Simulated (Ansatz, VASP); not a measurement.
## AlN in VASP and in Ansatz

The input INCAR:

```
SYSTEM = AlN
ALGO = Normal
EDIFF = 1E-7
ENCUT = 520
GGA = PE
ISIF = 2
ISMEAR = 0
LASPH = .True.
LCHARG = .True.
LELF = .True.
LREAL = .False.
LVHAR = .True.
LWAVE = .False.
NBANDS = 26
NELM = 60
PREC = Accurate
SIGMA = 0.05
```

File KPOINTS:

```
k-points
0
Gamma
  6 6 6
  0 0 0
```

POSCAR

```
AlN
1.0
    4.5209545507     -0.0417299741     -0.0038457230
    0.0417299741     -4.3568940521     -0.0030785790
    0.0038457230     -0.0030785790     -4.3568715527
Al N
4 4
Direct
    0.0356433772      0.4987014680      0.5900988358
    0.5154679179     -0.0631454865      0.4604650276
    0.5287143156      0.5210002817     -0.0034266668
   -0.0182427613      0.0270216888      0.0597811776
    0.6631075393      0.7958061400      0.7350068790
    0.2951576014      0.2484710426      0.7638721276
    0.2253776106      0.7207758904      0.1649785834
    0.7547743993      0.2513689749      0.2292240358
```

Input for Ansatz:

```yaml
crystal:
  lattice:
    - [4.5209545507, -0.0417299741, -0.003845723]
    - [0.0417299741, -4.3568940521, -0.003078579]
    - [0.003845723, -0.003078579, -4.3568715527]
  atoms:
    - { symbol: Al, position: [0.0356433772, 0.498701468, 0.5900988358] }
    - { symbol: Al, position: [0.5154679179, -0.0631454865, 0.4604650276] }
    - { symbol: Al, position: [0.5287143156, 0.5210002817, -0.0034266668] }
    - { symbol: Al, position: [-0.0182427613, 0.0270216888, 0.0597811776] }
    - { symbol: "N", position: [0.6631075393, 0.79580614, 0.735006879] }
    - { symbol: "N", position: [0.2951576014, 0.2484710426, 0.7638721276] }
    - { symbol: "N", position: [0.2253776106, 0.7207758904, 0.1649785834] }
    - { symbol: "N", position: [0.7547743993, 0.2513689749, 0.2292240358] }
basis:
  ecutwfc: 420
kpoints:
  mp_grid: { grid: [6, 6, 6] }
hamiltonian:
  xc: pbe
scf:
  occupations: { method: gaussian, width: 0.05 }
output:
  forces: true
  stress: true
  eigenvalues: true
```

Change from the starting cell: all atoms moved at random (sigma 0.15 Å a component), cell strained at random (sigma 0.01).

Alike in both runs: task single point; functional PBE; k mesh 6 × 6 × 6; occupations gaussian, width 0.05 eV; no spin polarisation.

```csv
,VASP,Ansatz
version,VASP 6.6.1,Ansatz 0.2.0
potentials or method,"VASP PAW PBE potentials, release 64 (Al, N), cutoff 520 eV","scalar-relativistic, plane waves, PAW"
valence electrons in the cell,32,32
```

Ansatz gave:

| Property | Result |
| --- | --- |
| gap on the k mesh at the Fermi level (eV) | 1.63 |
| least direct gap on the mesh (eV) | 1.63 |
| pressure (GPa) | 22.0 |
| traceless stress, the component that is largest in VASP (GPa) | 21.78 |
| rms of the force components (eV/Å) | 5.198 |

Question: Which values does VASP return?

Answer: gap on the k mesh at the Fermi level (eV): 1.62; least direct gap on the mesh (eV): 1.62; pressure (GPa): 22.0; traceless stress, the component that is largest in VASP (GPa): 21.96; rms of the force components (eV/Å): 5.225.

Atom by atom the forces differ by 0.030 eV/Å (rms over components).
